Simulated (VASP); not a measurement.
# HfN (F-43m) in VASP: a series of runs

The runs below take HfN through single point, with PBE-based screened hybrid.

Program: VASP 6.6.1. These are calculated values, not measurements. Logs are shortened: lines on timing, memory, paths and dates and some standing lists are left out, and cuts for length are marked.

## 1. The cell of the first run

The structure is cubic, space group F-43m (No. 216). Conventional cell: a = 4.910 Å, b = 4.910 Å, c = 4.910 Å, α = 90.00°, β = 90.00°, γ = 90.00°. Hf (site symmetry -43m) has 4 N at 2.13 Å within 2.8 Å. N (site symmetry -43m) has 4 Hf at 2.13 Å within 2.8 Å.

## 2. Single point, PBE-based screened hybrid

File POSCAR:

```
HfN
1.0
    0.0000000000      2.4548220000      2.4548220000
    2.4548220000      0.0000000000      2.4548220000
    2.4548220000      2.4548220000      0.0000000000
Hf N
1 1
Direct
    0.0000000000      0.0000000000      0.0000000000
    0.2500000000      0.2500000000      0.2500000000
```

File INCAR.step1:

```
SYSTEM = HfN
  ALGO = Normal
  EDIFF = 1E-5
  ENCUT = 520
  GGA = PE
  ISIF = 2
  ISMEAR = -1
  LASPH = .TRUE.
  LCHARG = .FALSE.
  LREAL = .FALSE.
  LWAVE = .TRUE.
  NBANDS = 14
  NELM = 100
  PREC = Accurate
  SIGMA = 0.05
```

File INCAR.step2:

```
SYSTEM = HfN
  AEXX = 0.15
  ALGO = Normal
  EDIFF = 1E-6
  ENCUT = 520
  GGA = PE
  HFSCREEN = 0.2
  ISIF = 2
  ISMEAR = -1
  ISTART = 1
  LASPH = .TRUE.
  LCHARG = .FALSE.
  LHFCALC = .TRUE.
  LREAL = .FALSE.
  LWAVE = .FALSE.
  NBANDS = 14
  NELM = 100
  PREC = Accurate
  PRECFOCK = Normal
  SIGMA = 0.05
```

File KPOINTS:

```
k-points
0
G
  5 5 5
  0 0 0
```

Potentials or basis: VASP PAW PBE potentials, release 64 (Hf_pv, N).

Launch:

```console
cat potpaw_PBE.64/Hf_pv/POTCAR potpaw_PBE.64/N/POTCAR > POTCAR
cp INCAR.step1 INCAR
mpirun -np 1 vasp_std > vasp.out
cp INCAR.step2 INCAR
mpirun -np 1 vasp_std > vasp.out
```

OUTCAR:

```text
SYSTEM = HfN
   AEXX = 0.15
   EDIFF = 1E-6
   ENCUT = 520
   GGA = PE
   HFSCREEN = 0.2
   ISIF = 2
   ISMEAR = -1
   ISTART = 1
   LASPH = .TRUE.
   LHFCALC = .TRUE.
   LREAL = .FALSE.
   NELM = 100
   PREC = Accurate
   PRECFOCK = Normal

 ion  position               nearest neighbor table
   1  0.000  0.000  0.000-   2 2.13   2 2.13   2 2.13   2 2.13
   2  0.250  0.250  0.250-   1 2.13   1 2.13   1 2.13   1 2.13

  LATTYP: Found a face centered cubic cell.
 ALAT       =     4.9096440000

  Lattice vectors:

 A1 = (   0.0000000000,   2.4548220000,   2.4548220000)
 A2 = (   2.4548220000,   0.0000000000,   2.4548220000)
 A3 = (   2.4548220000,   2.4548220000,   0.0000000000)

Analysis of symmetry for initial positions (statically):
=====================================================================
 Subroutine PRICEL returns:
 Original cell was already a primitive cell.

 Routine SETGRP: Setting up the symmetry group for a
 face centered cubic supercell.

 Subroutine GETGRP returns: Found 24 space group operations
 (whereof 24 operations were pure point group operations)
 out of a pool of 48 trial point group operations.

The static configuration has the point symmetry T_d .

Analysis of symmetry for dynamics (positions and initial velocities):
=====================================================================
 Subroutine PRICEL returns:
 Original cell was already a primitive cell.

 Routine SETGRP: Setting up the symmetry group for a
 face centered cubic supercell.

 Subroutine GETGRP returns: Found 24 space group operations
 (whereof 24 operations were pure point group operations)
 out of a pool of 48 trial point group operations.

The dynamic configuration has the point symmetry T_d .

 Subroutine INISYM returns: Found 24 space group operations
 (whereof 24 operations are pure point group operations),
 and found     1 'primitive' translations

----------------------------------------------------------------------------------------

                                     Primitive cell

  volume of cell :      29.5863

  direct lattice vectors                    reciprocal lattice vectors
     0.000000000  2.454822000  2.454822000    -0.203680756  0.203680756  0.203680756
     2.454822000  0.000000000  2.454822000     0.203680756 -0.203680756  0.203680756
     2.454822000  2.454822000  0.000000000     0.203680756  0.203680756 -0.203680756

  length of vectors
     3.471642566  3.471642566  3.471642566     0.352785417  0.352785417  0.352785417

  position of ions in fractional coordinates (direct lattice)
     0.000000000  0.000000000  0.000000000
     0.250000000  0.250000000  0.250000000

  ion indices of the primitive-cell ions
   primitive index   ion index
                 1           1
                 2           2

----------------------------------------------------------------------------------------

 KPOINTS: k-points

Automatic generation of k-mesh.
 Grid dimensions read from file:
 generate k-points for:    5    5    5

 Generating k-lattice:

  Cartesian coordinates                     Fractional coordinates (reciprocal lattice)
    -0.040736151  0.040736151  0.040736151     0.200000000  0.000000000  0.000000000
     0.040736151 -0.040736151  0.040736151     0.000000000  0.200000000  0.000000000
     0.040736151  0.040736151 -0.040736151     0.000000000  0.000000000  0.200000000

  Length of vectors
     0.070557083  0.070557083  0.070557083

  Shift w.r.t. Gamma in fractional coordinates (k-lattice)
     0.000000000  0.000000000  0.000000000

 Subroutine IBZKPT returns following result:
 ===========================================

 Found     10 irreducible k-points:

 Following reciprocal coordinates:
            Coordinates               Weight
  0.000000  0.000000  0.000000      1.000000
  0.200000  0.000000  0.000000      8.000000
  0.400000  0.000000  0.000000      8.000000
  0.200000  0.200000  0.000000      6.000000
  0.400000  0.200000  0.000000     24.000000
 -0.400000  0.200000  0.000000     24.000000
 -0.200000  0.200000  0.000000     12.000000
  0.400000  0.400000  0.000000      6.000000
 -0.400000  0.400000  0.000000     12.000000
 -0.400000  0.400000  0.200000     24.000000
   k-points           NKPTS =     10   k-points in BZ     NKDIM =    125   number of bands    NBANDS=     14
   number of dos      NEDOS =    301   number of ions     NIONS =      2
   total plane-waves  NPLWV =  21952
   dimension x,y,z NGX =    28 NGY =   28 NGZ =   28
   dimension x,y,z NGXF=    56 NGYF=   56 NGZF=   56
   ions per type =               1   1
   NGX,Y,Z   is equivalent  to a cutoff of  13.41, 13.41, 13.41 a.u.
   NGXF,Y,Z  is equivalent  to a cutoff of  26.82, 26.82, 26.82 a.u.
 SYSTEM =  HfN
   PREC   = accura    normal or accurate (medium, high low for compatibility)
   ISTART =      1    job   : 0-new  1-cont  2-samecut
   ICHARG =      0    charge: 1-file 2-atom 10-const
   ISPIN  =      1    spin polarized calculation?
   LNONCOLLINEAR =      F non collinear calculations
   LSORBIT =      F    spin-orbit coupling
   LASPH  =      T    aspherical Exc in radial PAW
   ENCUT  =  520.0 eV  38.22 Ry    6.18 a.u.   6.45  6.45  6.45*2*pi/ulx,y,z
   NELM   =    100;   NELMIN=  2; NELMDL=  0     # of ELM steps
   EDIFF  = 0.1E-05   stopping-criterion for ELM
   LREAL  =      F    real-space projection
   EDIFFG = 0.1E-04   stopping-criterion for IOM
   NSW    =      0    number of steps for IOM
   IBRION =     -1    ionic relax: 0-MD 1-quasi-New 2-CG
   NFREE  =      0    steps in history (QN), initial steepest desc. (CG)
   ISIF   =      2    stress and relaxation
   ISYM   =      3    0-nonsym 1-usesym 2-fastsym
   POTIM  = 0.5000    time-step for ionic-motion
   TEBEG  =    0.0;   TEEND  =   0.0 temperature during run
   PSTRESS=    0.0 pullay stress
   NELECT =      15.0000    total number of electrons
   NUPDOWN=      -1.0000    fix difference up-down
   EMIN   =  10.00;   EMAX   =-10.00  energy-range for DOS
   EFERMI =   0.00;   METHOD = LEGACY
   ISMEAR =    -1;   SIGMA  =   0.05  broadening in eV -4-tet -1-fermi 0-gaus
   EFERMI_NEDOS =   21; number of points for ismear=-14 and -15
   IALGO  =     38    algorithm
   IMIX   =      1    mixing-type and parameters
     AMIX     =   0.40;   BMIX     =  1.00
     AMIX_MAG =   1.60;   BMIX_MAG =  1.00
  volume/ion in A,a.u.               =      14.79        99.83
  Fermi-wavevector in a.u.,A,eV,Ry     =   1.305395  2.466839 23.185087  1.704056
  Thomas-Fermi vector in A             =   2.436267
   LORBIT       =      0    0 simple, 1 ext, 2 COOP (PROOUT), +10 PAW based schemes
   GGA     = PE    functional components
   LHFCALC =     T    Hartree Fock is set to
   PRECFOCK=normal    Normal, Fast or Accurate (Low or Medium for compatibility)
   ENCUT4O =  -1.0   cutoff for four orbital integrals eV
   NKREDX  =     1    reduce k-point grid by
   NKREDY  =     1    reduce k-point grid by
   NKREDZ  =     1    reduce k-point grid by
   AEXX    =    0.1500 exact exchange contribution
   HFSCREEN=    0.2000 screening length (either q_TF or 0.3 A-1)
   HFSCREENC=   0.2000 screening length for correlation (either q_TF or 0.3 A-1)
   ENCUTFOCK=  -1.0 apply spherical cutoff to Coloumb kernel
   IVDW    =     0    specifies the selected vdW correction
   LEPSILON=     F    determine dielectric tensor
   LRPA    =     F    only Hartree local field effects (RPA)
 non-spin polarized calculation
  energy-cutoff  :      520.00
  volume of cell :       29.59
 maximum number of plane-waves:       821
 NGX is ok and might be reduce to    28
  NGX = 20; NGY = 20; NGZ = 20

 number of electron      15.0000001 magnetization

 Free energy of the ion-electron system (eV)
  ---------------------------------------------------
  ext. energy  EPLUGINS =         0.00000000
  ---------------------------------------------------
  free energy    TOTEN  =       -23.24096954 eV

  energy without entropy =      -23.22024456  energy(sigma->0) =      -23.23060705

 E-fermi :   5.9324     XC(G=0): -10.0274

 val. band max:        5.9001091487   @ k =   0.4000   0.2000   0.0000
 cond. band min:       6.0166360858   @ k =  -0.4000   0.2000   0.0000
 fundamental gap:      0.1165269370
 Fermi energy:         5.9323569549

 k-point     1 :       0.0000    0.0000    0.0000
  band No.  band energies     occupation
      1     -26.8122      2.00000
      2     -26.8122      2.00000
      3     -26.8122      2.00000
      4     -11.7417      2.00000
      5      -0.2966      2.00000
      6      -0.2966      2.00000
      7      -0.2966      2.00000
      8       5.1428      2.00000
      9       8.3949      0.00000
     10       8.3949      0.00000
     11      12.8320      0.00000
     12      12.8320      0.00000
     13      12.8320      0.00000
     14      18.8315      0.00000

 k-point     2 :       0.2000    0.0000    0.0000
  band No.  band energies     occupation
      1     -26.9989      2.00000
      2     -26.8363      2.00000
      3     -26.8363      2.00000
      4     -11.3081      2.00000
      5      -0.8550      2.00000
      6      -0.0335      2.00000
      7      -0.0335      2.00000
      8       6.8850      0.00000
      9       7.9610      0.00000
     10       7.9610      0.00000
     11      11.9973      0.00000
     12      13.3488      0.00000
     13      13.3488      0.00000
     14      15.7812      0.00000
[... 105 lines left out ...]
      1     -27.2796      2.00000
      2     -27.0582      2.00000
      3     -26.9651      2.00000
      4     -10.2235      2.00000
      5      -1.2672      2.00000
      6       1.2169      2.00000
      7       1.3705      2.00000
      8       4.4088      2.00000
      9       8.1476      0.00000
     10       9.1511      0.00000
     11      11.7067      0.00000
     12      11.8826      0.00000
     13      16.1639      0.00000
     14      16.7312      0.00000

 k-point    10 :      -0.4000    0.4000    0.2000
  band No.  band energies     occupation
      1     -27.2384      2.00000
      2     -27.0628      2.00000
      3     -26.9594      2.00000
      4     -10.2898      2.00000
      5      -0.7470      2.00000
      6       0.2503      2.00000
      7       1.3897      2.00000
      8       4.9157      2.00000
      9       7.5385      0.00000
     10       9.6252      0.00000
     11      11.6628      0.00000
     12      12.6166      0.00000
     13      14.5188      0.00000
     14      16.7291      0.00000

------------------------ aborting loop because EDIFF is reached ----------------------------------------

  FORCE on cell =-STRESS in cart. coord.  units (eV):
  Direction    XX          YY          ZZ          XY          YZ          ZX
  --------------------------------------------------------------------------------------
  -------------------------------------------------------------------------------------
  Total       -0.4703817     -0.4703817     -0.4703817      0.0000000      0.0000000      0.0000000
  in kB      -25.4724640    -25.4724640    -25.4724640      0.0000000      0.0000000      0.0000000
  external PRESSURE =     -25.4724640 kB  Pullay stress =       0.0000000 kB

 VOLUME and BASIS-vectors are now :
 -----------------------------------------------------------------------------
  energy-cutoff  :      520.00
  volume of cell :       29.59
      direct lattice vectors                 reciprocal lattice vectors
     0.000000000  2.454822000  2.454822000    -0.203680756  0.203680756  0.203680756
     2.454822000  0.000000000  2.454822000     0.203680756 -0.203680756  0.203680756
     2.454822000  2.454822000  0.000000000     0.203680756  0.203680756 -0.203680756

 POSITION                                       TOTAL-FORCE (eV/Angst)
 -----------------------------------------------------------------------------------
      0.00000      0.00000      0.00000        -0.000000     -0.000000     -0.000000
      1.22741      1.22741      1.22741         0.000000      0.000000      0.000000
 -----------------------------------------------------------------------------------
    total drift:                               -0.000000     -0.000000      0.000000

  FREE ENERGIE OF THE ION-ELECTRON SYSTEM (eV)
  ---------------------------------------------------
  free  energy   TOTEN  =       -23.2409695354 eV

  energy  without entropy=      -23.2202445608  energy(sigma->0) =      -23.23060705
```

Run time: 8.7 min. Hardware: 1 thread of Intel Xeon Platinum 8488C (Sapphire Rapids), shared host; peak memory 0.26 GiB.

Results:

* Free energy: -23.2410 eV
* Pressure: -2.5 GPa

Levels at points of the mesh, in eV from the Fermi level:
```csv
k point,band 3,band 4,band 5,band 6,band 7,band 8,band 9,band 10,band 11,band 12
"(0.00, 0.00, 0.00)",-32.74,-17.67,-6.23,-6.23,-6.23,-0.79,2.46,2.46,6.90,6.90
```

Caveat: the k points lie up to 0.44 Å⁻¹ apart; the PAW data sets were made with another functional, which shifts forces and pressure a little; spin-orbit coupling is left out, which moves the levels of the heavy elements.

## 3. Single point, PBE-based screened hybrid

POSCAR is that of step 2.

File INCAR.step1:

```
SYSTEM = HfN
PREC = Accurate ; ENCUT = 520
EDIFF = 1E-5 ; ISMEAR = -1
SIGMA = 0.05 ; LREAL = .FALSE.
LASPH = .TRUE. ; NELM = 100
ALGO = Normal ; ISIF = 2
LWAVE = .TRUE. ; LCHARG = .FALSE.
GGA = PE ; NBANDS = 14
```

File INCAR.step2:

```
SYSTEM = HfN
PREC = Accurate ; ENCUT = 520
EDIFF = 1E-6 ; ISMEAR = -1
SIGMA = 0.05 ; LREAL = .FALSE.
LASPH = .TRUE. ; NELM = 100
ALGO = Normal ; ISIF = 2
LWAVE = .FALSE. ; LCHARG = .FALSE.
GGA = PE ; LHFCALC = .TRUE.
AEXX = 0.2 ; HFSCREEN = 0.2
PRECFOCK = Normal ; ISTART = 1
NBANDS = 14
```

File KPOINTS:

```
regular mesh
0
G
  5 5 5
  0 0 0
```

Potentials or basis: VASP PAW PBE potentials, release 64 (Hf_pv, N).

Launch:

```console
cat potpaw_PBE.64/Hf_pv/POTCAR potpaw_PBE.64/N/POTCAR > POTCAR
cp INCAR.step1 INCAR
mpirun -np 1 vasp_std > vasp.out
cp INCAR.step2 INCAR
mpirun -np 1 vasp_std > vasp.out
```

It took 7.9 min on 1 thread of Intel Xeon Platinum 8488C (Sapphire Rapids), shared host; peak memory 0.26 GiB.

The run converged. Its results:

| Property | Result |
| --- | --- |
| Free energy | -23.9434 eV |
| Pressure | -3.4 GPa |

Levels at points of the mesh, in eV from the Fermi level:
```tsv
k point	band 5	band 6	band 7	band 8	band 9	band 10
(0.00, 0.00, 0.00)	-6.45	-6.45	-6.45	-0.77	2.57	2.57
```

Caveat: the k points lie up to 0.44 Å⁻¹ apart; the PAW data sets were made with another functional, which shifts forces and pressure a little; spin-orbit coupling is left out, which moves the levels of the heavy elements.
